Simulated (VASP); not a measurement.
# Ni (P6_3/mmc) in VASP: notebook

The runs below take Ni through single point, relaxation of cell and atoms, with revPBE.

Program: VASP 6.6.1. These are calculated values, not measurements. Logs are shortened: lines on timing, memory, paths and dates and some standing lists are left out, and cuts for length are marked.

## 1. The cell of the first run

It takes space group P6_3/mmc (No. 194, hexagonal). Conventional cell: a = 2.506 Å, b = 2.506 Å, c = 8.201 Å, α = 90.00°, β = 90.00°, γ = 120.00°. Ni (site symmetry -3m) has 12 Ni at 2.51 Å within 3.3 Å. Within 3.3 Å of Ni (site symmetry -6m2) lie 12 Ni at 2.51 Å.

This isn't the form of Ni at room conditions, which is fcc.

## 2. Single point, revPBE, collinear spin, ferromagnetic start

INCAR reads:

```
SYSTEM = Ni
  PREC = Accurate
  ENCUT = 520
  EDIFF = 1E-6
  ISMEAR = -1
  SIGMA = 0.05
  LREAL = .False.
  LASPH = .True.
  NELM = 150
  ALGO = Normal
  ISIF = 2
  LWAVE = .False.
  LCHARG = .True.
  ISPIN = 2
  MAGMOM = 0.705 0.705 0.715 0.715
  LORBIT = 11
  LMAXMIX = 4
  GGA = RE
  LELF = .True.
  LVHAR = .True.
  NBANDS = 32
```

KPOINTS reads:

```
Automatic mesh
0
Gamma
  19 19 5
  0 0 0
```

POSCAR reads:

```
Ni
1.0
    2.5055131541      0.0000000000      0.0000000000
   -1.2527565770      2.1698380409      0.0000000000
    0.0000000000      0.0000000000      8.2009643485
Ni
4
Direct
    1.0000000000      0.0000000000      1.0000000000
    0.0000000000      0.0000000000      0.5000000000
    0.3333333333      0.6666666667      0.2500000000
    0.6666666667      0.3333333333      0.7500000000
```

Potentials or basis: VASP PAW PBE potentials, release 64 (Ni).

Launch:

```bash
cat potpaw_PBE.64/Ni/POTCAR > POTCAR
mpirun -np 1 vasp_std > vasp.out
```

OUTCAR:

```text
SYSTEM = Ni
   PREC = Accurate
   ENCUT = 520
   EDIFF = 1E-6
   ISMEAR = -1
   LREAL = .False.
   LASPH = .True.
   NELM = 150
   ISIF = 2
   ISPIN = 2
   LORBIT = 11
   GGA = RE

 ion  position               nearest neighbor table
   1  0.000  0.000  0.000-   3 2.51   4 2.51   3 2.51   4 2.51   4 2.51   3 2.51
   2  0.000  0.000  0.500-   3 2.51   4 2.51   3 2.51   4 2.51   4 2.51   3 2.51
   3  0.333  0.667  0.250-   1 2.51   2 2.51   1 2.51   2 2.51   1 2.51   2 2.51
   4  0.667  0.333  0.750-   1 2.51   2 2.51   1 2.51   2 2.51   1 2.51   2 2.51

  LATTYP: Found a hexagonal cell.
 ALAT       =     2.5055131541
 C/A-ratio  =     3.2731675486

  Lattice vectors:

 A1 = (   2.5055131541,   0.0000000000,   0.0000000000)
 A2 = (  -1.2527565770,   2.1698380409,   0.0000000000)
 A3 = (   0.0000000000,   0.0000000000,   8.2009643485)

Analysis of symmetry for initial positions (statically):
=====================================================================
 Subroutine PRICEL returns:
 Original cell was already a primitive cell.

 Routine SETGRP: Setting up the symmetry group for a
 hexagonal supercell.

 Subroutine GETGRP returns: Found 24 space group operations
 (whereof 12 operations were pure point group operations)
 out of a pool of 24 trial point group operations.

The static configuration has the point symmetry D_3d.
 The point group associated with its full space group is D_6h.

Analysis of symmetry for dynamics (positions and initial velocities):
=====================================================================
 Subroutine PRICEL returns:
 Original cell was already a primitive cell.

 Routine SETGRP: Setting up the symmetry group for a
 hexagonal supercell.

 Subroutine GETGRP returns: Found 24 space group operations
 (whereof 12 operations were pure point group operations)
 out of a pool of 24 trial point group operations.

The dynamic configuration has the point symmetry D_3d.
 The point group associated with its full space group is D_6h.

Analysis of structural, dynamic, and magnetic symmetry:
=====================================================================
 Subroutine PRICEL returns:
 Original cell was already a primitive cell.

 Routine SETGRP: Setting up the symmetry group for a
 hexagonal supercell.

 Subroutine GETGRP returns: Found 24 space group operations
 (whereof 12 operations were pure point group operations)
 out of a pool of 24 trial point group operations.

The overall configuration has the point symmetry D_3d.
 The point group associated with its full space group is D_6h.

 Subroutine INISYM returns: Found 24 space group operations
[... 124 lines left out ...]
  Thomas-Fermi vector in A             =   2.679393
   LORBIT       =     11    0 simple, 1 ext, 2 COOP (PROOUT), +10 PAW based schemes
   GGA     = RE    functional components
   LHFCALC =     F    Hartree Fock is set to
   AEXX    =    0.0000 exact exchange contribution
   IVDW    =     0    specifies the selected vdW correction
   LEPSILON=     F    determine dielectric tensor
   LRPA    =     F    only Hartree local field effects (RPA)
 spin polarized calculation
  energy-cutoff  :      520.00
  volume of cell :       44.59
 maximum number of plane-waves:      1218
 NGX is ok and might be reduce to    20
   NGX =  9   NGY =  9   NGZ = 31

 number of electron      40.0000022 magnetization       2.5727931

 Free energy of the ion-electron system (eV)
  ---------------------------------------------------
  ext. energy  EPLUGINS =         0.00000000
  ---------------------------------------------------
  free energy    TOTEN  =       -20.23173598 eV

  energy without entropy =      -20.16973334  energy(sigma->0) =      -20.20073466

 E-fermi :   9.1645     XC(G=0): -13.0222

 val. band max:        9.1631529305   @ k =   0.3684   0.0526   0.0000
 cond. band min:       9.1658479567   @ k =   0.4737   0.0000   0.2000
 fundamental gap:      0.0026950262
 Fermi energy:         9.1644878227

 spin component 1

 k-point     1 :       0.0000    0.0000    0.0000
  band No.  band energies     occupation
      1       0.3187      1.00000
      2       2.5057      1.00000
      3       2.5100      1.00000
      4       4.4443      1.00000
      5       6.4387      1.00000
      6       6.5051      1.00000
[... 829 lines left out ...]
     31      24.6198      0.00000
     32      24.7351      0.00000

 [... further k-points ...]

 spin component 2

 k-point     1 :       0.0000    0.0000    0.0000
  band No.  band energies     occupation
      1       0.2604      1.00000
      2       2.4794      1.00000
      3       2.4800      1.00000
      4       4.8780      1.00000
      5       7.1344      1.00000
      6       7.1366      1.00000
[... 829 lines left out ...]
     31      24.7038      0.00000
     32      24.8268      0.00000

 [... further k-points ...]
[... 5 lines left out ...]
  --------------------------------------------------------------------------------------
  -------------------------------------------------------------------------------------
  Total       -0.0148178     -0.0148178      0.0500857     -0.0000000      0.0000000      0.0000000
  in kB       -0.5324821     -0.5324821      1.7998480     -0.0000000      0.0000000      0.0000000
  external PRESSURE =       0.2449613 kB  Pullay stress =       0.0000000 kB

 VOLUME and BASIS-vectors are now :
 -----------------------------------------------------------------------------
  energy-cutoff  :      520.00
  volume of cell :       44.59
      direct lattice vectors                 reciprocal lattice vectors
     2.505513154  0.000000000  0.000000000     0.399119836  0.230431945  0.000000000
    -1.252756577  2.169838041  0.000000000     0.000000000  0.460863890  0.000000000
     0.000000000  0.000000000  8.200964348     0.000000000  0.000000000  0.121936879

 POSITION                                       TOTAL-FORCE (eV/Angst)
 -----------------------------------------------------------------------------------
      0.00000      0.00000      0.00000        -0.000000      0.000000      0.000000
      0.00000      0.00000      4.10048        -0.000000      0.000000      0.000000
     -0.00000      1.44656      2.05024         0.000000      0.000000      0.000000
      1.25276      0.72328      6.15072        -0.000000      0.000000     -0.000000
 -----------------------------------------------------------------------------------
    total drift:                                0.000000     -0.000000      0.000000

  FREE ENERGIE OF THE ION-ELECTRON SYSTEM (eV)
  ---------------------------------------------------
  free  energy   TOTEN  =       -20.2317359758 eV

  energy  without entropy=      -20.1697333440  energy(sigma->0) =      -20.20073466

 total charge

# of ion       s       p       d       tot
------------------------------------------
    1        0.486   0.475   8.303   9.263
    2        0.486   0.475   8.303   9.263
    3        0.486   0.477   8.301   9.263
    4        0.486   0.477   8.301   9.263
--------------------------------------------------
tot          1.944   1.903  33.206  37.053

 magnetization (x)

# of ion       s       p       d       tot
------------------------------------------
    1       -0.006  -0.027   0.687   0.654
    2       -0.006  -0.027   0.687   0.654
    3       -0.006  -0.027   0.696   0.663
    4       -0.006  -0.027   0.696   0.663
--------------------------------------------------
tot         -0.025  -0.107   2.766   2.634
```

OSZICAR:

```text
N       E                     dE             d eps       ncg     rms          rms(c)
DAV:   1     0.253604997105E+03    0.25360E+03   -0.17256E+04 15944   0.176E+03
DAV:   2    -0.697167928469E+01   -0.26058E+03   -0.24560E+03 15416   0.319E+02
DAV:   3    -0.237416474010E+02   -0.16770E+02   -0.16054E+02 17376   0.104E+02
DAV:   4    -0.240241561920E+02   -0.28251E+00   -0.28220E+00 17760   0.139E+01
DAV:   5    -0.240338487296E+02   -0.96925E-02   -0.96919E-02 19248   0.203E+00    0.190E+01
DAV:   6    -0.215267756052E+02    0.25071E+01   -0.22971E+01 17480   0.736E+01    0.123E+01
DAV:   7    -0.203008362862E+02    0.12259E+01   -0.45736E+00 17464   0.318E+01    0.463E+00
DAV:   8    -0.214409865371E+02   -0.11402E+01   -0.54789E+00 18976   0.453E+01    0.163E+01
DAV:   9    -0.202312278562E+02    0.12098E+01   -0.23663E+00 18904   0.343E+01    0.176E+00
DAV:  10    -0.202323215227E+02   -0.10937E-02   -0.83921E-02 18232   0.282E+00    0.541E-01
DAV:  11    -0.202322131451E+02    0.10838E-03   -0.74932E-03 18624   0.785E-01    0.349E-01
DAV:  12    -0.202319061117E+02    0.30703E-03   -0.55786E-04 19840   0.346E-01    0.189E-01
DAV:  13    -0.202317108138E+02    0.19530E-03   -0.26818E-04 27632   0.247E-01    0.515E-02
DAV:  14    -0.202317283803E+02   -0.17567E-04   -0.63328E-05 19448   0.902E-02    0.282E-02
DAV:  15    -0.202317330285E+02   -0.46482E-05   -0.24117E-05 21640   0.847E-02    0.141E-02
DAV:  16    -0.202317357569E+02   -0.27284E-05   -0.35973E-06 14712   0.263E-02    0.739E-03
DAV:  17    -0.202317359758E+02   -0.21896E-06   -0.10239E-06  9336   0.169E-02
   1 F= -.20231736E+02 E0= -.20200735E+02  d E =-.620026E-01  mag=     2.5720
```

stdout:

```text
POSCAR found type information on POSCAR Ni
 POSCAR found :  1 types and       4 ions
 scaLAPACK will be used
 -----------------------------------------------------------------------------
|                                                                             |
|                                                                             |
|     You enforced a specific xc type in the INCAR file but a different       |
|     I HOPE YOU KNOW WHAT YOU ARE DOING!                                     |
|                                                                             |
 -----------------------------------------------------------------------------

 LDA part: xc-table for (Slater+PW92), standard interpolation
 POSCAR, INCAR and KPOINTS ok, starting setup
 FFT: planning ... GRIDC
 FFT: planning ... GRID_SOFT
 FFT: planning ... GRID
 WAVECAR not read
 entering main loop
```

Wall time 2.9 min (1 thread of Intel Xeon 6975P-C (Granite Rapids), shared host); peak memory 0.34 GiB.

Results:

| Item | Value |
| --- | --- |
| Free energy | -20.2317 eV |
| Pressure | 0.0 GPa |
| Net moment | 2.57 μB per cell |
| Site moments | Ni +0.65, +0.66 (each value once) μB |
| Valence electrons inside the program's atomic spheres | Ni 9.26 |

Caveat: the PAW data sets were made with another functional, which shifts forces and pressure a little.

## 3. Relaxation of cell and atoms, revPBE, collinear spin, ferromagnetic start

This run uses another cell than the first one, of 10.94 Å³/atom.

INCAR reads:

```
PREC = Accurate
ENCUT = 600
EDIFF = 1E-7
ISMEAR = -1
SIGMA = 0.05
LREAL = F
LASPH = T
NELM = 150
ALGO = Normal
ISIF = 3
LWAVE = F
LCHARG = F
ISPIN = 2
MAGMOM = 0.8 0.8 0.8 0.8
LORBIT = 11
LMAXMIX = 4
GGA = RE
IBRION = 2
NSW = 80
EDIFFG = -0.01
```

KPOINTS reads:

```
regular mesh
0
Gamma
  14 14 4
```

POSCAR reads:

```
Ni
1.0
    2.4917559660      0.0000000000      0.0000000000
   -1.2458779830      2.1579239666      0.0000000000
    0.0000000000      0.0000000000      8.1380749850
Ni
4
Direct
    0.0000000000      0.0000000000      0.0000000000
    0.0000000000      0.0000000000      0.5000000000
    0.3333333333      0.6666666667      0.2500000000
    0.6666666667      0.3333333333      0.7500000000
```

Potentials or basis: VASP PAW PBE potentials, release 64 (Ni).

Launch:

```bash
cat potpaw_PBE.64/Ni/POTCAR > POTCAR
mpirun -np 1 vasp_std > vasp.out
```

OUTCAR:

```text
PREC = Accurate
   ENCUT = 600
   EDIFF = 1E-7
   ISMEAR = -1
   LREAL = F
   LASPH = T
   NELM = 150
   ISIF = 3
   ISPIN = 2
   LORBIT = 11
   GGA = RE
   IBRION = 2
   NSW = 80
   EDIFFG = -0.01

 ion  position               nearest neighbor table
   1  0.000  0.000  0.000-   3 2.49   4 2.49   4 2.49   3 2.49   4 2.49   3 2.49
   2  0.000  0.000  0.500-   3 2.49   4 2.49   4 2.49   3 2.49   4 2.49   3 2.49
   3  0.333  0.667  0.250-   1 2.49   2 2.49   1 2.49   2 2.49   1 2.49   2 2.49
   4  0.667  0.333  0.750-   1 2.49   2 2.49   1 2.49   2 2.49   1 2.49   2 2.49

  LATTYP: Found a hexagonal cell.
 ALAT       =     2.4917559660
 C/A-ratio  =     3.2660000000

  Lattice vectors:

 A1 = (   2.4917559660,   0.0000000000,   0.0000000000)
 A2 = (  -1.2458779830,   2.1579239666,   0.0000000000)
 A3 = (   0.0000000000,   0.0000000000,   8.1380749850)

Analysis of symmetry for initial positions (statically):
=====================================================================
 Subroutine PRICEL returns:
 Original cell was already a primitive cell.

 Routine SETGRP: Setting up the symmetry group for a
 hexagonal supercell.

 Subroutine GETGRP returns: Found 24 space group operations
 (whereof 12 operations were pure point group operations)
 out of a pool of 24 trial point group operations.

The static configuration has the point symmetry D_3d.
 The point group associated with its full space group is D_6h.

Analysis of symmetry for dynamics (positions and initial velocities):
=====================================================================
 Subroutine PRICEL returns:
 Original cell was already a primitive cell.

 Routine SETGRP: Setting up the symmetry group for a
 hexagonal supercell.

 Subroutine GETGRP returns: Found 24 space group operations
 (whereof 12 operations were pure point group operations)
 out of a pool of 24 trial point group operations.

The dynamic configuration has the point symmetry D_3d.
 The point group associated with its full space group is D_6h.

[... 153 lines left out ...]
 NGX is ok and might be reduce to    20
   NGX =  9   NGY =  9   NGZ = 33

--------------------------------------- Ionic step        1  -------------------------------------------

 number of electron      39.9999992 magnetization       2.5137573

 Free energy of the ion-electron system (eV)
  ---------------------------------------------------
  ext. energy  EPLUGINS =         0.00000000
  ---------------------------------------------------
  free energy    TOTEN  =       -20.21358441 eV

  energy without entropy =      -20.14916833  energy(sigma->0) =      -20.18137637

------------------------ aborting loop because EDIFF is reached ----------------------------------------

  FORCE on cell =-STRESS in cart. coord.  units (eV):
  Direction    XX          YY          ZZ          XY          YZ          ZX
  --------------------------------------------------------------------------------------
  -------------------------------------------------------------------------------------
  Total        0.8888520      0.8888520      1.0538177      0.0000000      0.0000000      0.0000000
  in kB       32.5444320     32.5444320     38.5844868      0.0000000      0.0000000      0.0000000
  external PRESSURE =      34.5577836 kB  Pullay stress =       0.0000000 kB
[... 139 lines left out ...]
--------------------------------------- Ionic step        5  -------------------------------------------

 number of electron      39.9999990 magnetization       2.5658881

 Free energy of the ion-electron system (eV)
  ---------------------------------------------------
  ext. energy  EPLUGINS =         0.00000000
  ---------------------------------------------------
  free energy    TOTEN  =       -20.22229402 eV

  energy without entropy =      -20.15698429  energy(sigma->0) =      -20.18963916

 E-fermi :   9.1580     XC(G=0): -13.0216

 val. band max:        9.1561048873   @ k =   0.2143   0.0714   0.0000
 cond. band min:       9.1581280445   @ k =   0.3571  -0.0000   0.2500
 fundamental gap:      0.0020231573
 Fermi energy:         9.1580465622

 spin component 1

 k-point     1 :       0.0000    0.0000    0.0000
  band No.  band energies     occupation
      1       0.3170      1.00000
      2       2.5048      1.00000
      3       2.5091      1.00000
      4       4.4436      1.00000
      5       6.4381      1.00000
      6       6.5043      1.00000
[... 685 lines left out ...]
     25      15.2012      0.00000
     26      15.8531      0.00000

 [... further k-points ...]

 spin component 2

 k-point     1 :       0.0000    0.0000    0.0000
  band No.  band energies     occupation
      1       0.2595      1.00000
      2       2.4781      1.00000
      3       2.4807      1.00000
      4       4.8751      1.00000
      5       7.1302      1.00000
      6       7.1318      1.00000
[... 718 lines left out ...]
  FREE ENERGIE OF THE ION-ELECTRON SYSTEM (eV)
  ---------------------------------------------------
  free  energy   TOTEN  =       -20.2222940167 eV

  energy  without entropy=      -20.1569842949  energy(sigma->0) =      -20.18963916

 reached required accuracy - stopping structural energy minimisation

 total charge

# of ion       s       p       d       tot
------------------------------------------
    1        0.486   0.475   8.302   9.263
    2        0.486   0.475   8.302   9.263
    3        0.486   0.477   8.300   9.263
    4        0.486   0.477   8.300   9.263
--------------------------------------------------
tot          1.943   1.903  33.204  37.051

 magnetization (x)

# of ion       s       p       d       tot
------------------------------------------
    1       -0.006  -0.027   0.684   0.652
    2       -0.006  -0.027   0.684   0.652
    3       -0.006  -0.026   0.694   0.662
    4       -0.006  -0.026   0.694   0.662
--------------------------------------------------
tot         -0.025  -0.106   2.757   2.627
```

It took 5.6 min on 1 thread of Intel Xeon 6975P-C (Granite Rapids), shared host; peak memory 0.28 GiB.

Results:

- Free energy: -20.2223 eV
- Relaxed volume: 11.15 Å³/atom
- Relaxed cell: a = 2.506 Å, b = 2.506 Å, c = 8.200 Å, α = 90.00°, β = 90.00°, γ = 120.00°
- Space group after relaxing (to 0.1 Å): P6_3/mmc (No. 194)
- Energy gained by relaxing: 2.2 meV/atom
- Ionic steps: 5
- Pressure after relaxing: -0.1 GPa
- Net moment: 2.57 μB per cell
- Site moments: Ni +0.65, +0.66 (each value once) μB
- Valence electrons inside the program's atomic spheres: Ni 9.26

Step by step:
```csv
step,energy change (eV),largest force (eV/Å),pressure (GPa),volume (Å³)
1,0.0000,0.0000,3.46,43.76
2,-0.0029,0.0000,-2.63,45.27
3,-0.0087,0.0000,-0.01,44.58
4,-0.0087,0.0000,-0.06,44.59
5,-0.0087,0.0000,-0.07,44.59
```

Final structure:
```
CELL_PARAMETERS angstrom
2.50587 0.00000 0.00000
-1.25294 2.17015 0.00000
0.00000 0.00000 8.19984
ATOMIC_POSITIONS crystal
Ni 0.00000 0.00000 0.00000
Ni 0.00000 0.00000 0.50000
Ni 0.33333 0.66667 0.25000
Ni 0.66667 0.33333 0.75000
```

Levels at points of the mesh, in eV from the Fermi level:
Spin up:
```csv
k point,band 20,band 21,band 22,band 23,band 24,band 25
"(0.00, 0.00, 0.00)",-0.99,-0.99,-0.68,-0.68,-0.27,5.46
"(0.50, 0.00, 0.00)",-0.54,0.23,1.31,2.20,2.77,6.30
"(0.00, 0.00, 0.50)",-1.33,-0.82,-0.82,-0.82,-0.82,8.53
"(0.50, 0.00, 0.50)",-0.55,1.10,1.10,2.53,2.53,6.70
```
Spin down:
```
           k point  band 15  band 16  band 17  band 18  band 19  band 20  band 21  band 22
(0.00, 0.00, 0.00)    -1.38    -0.84    -0.84    -0.53    -0.53    -0.36    -0.28    -0.28
(0.50, 0.00, 0.00)     0.15     0.17     0.21     0.28     0.30     0.31     0.34     1.29
(0.00, 0.00, 0.50)    -1.50    -1.50    -0.68    -0.68    -0.68    -0.68    -0.07    -0.07
(0.50, 0.00, 0.50)    -0.19    -0.19     0.17     0.17     0.28     0.28     1.48     1.48
```

Caveat: the PAW data sets were made with another functional, which shifts forces and pressure a little.
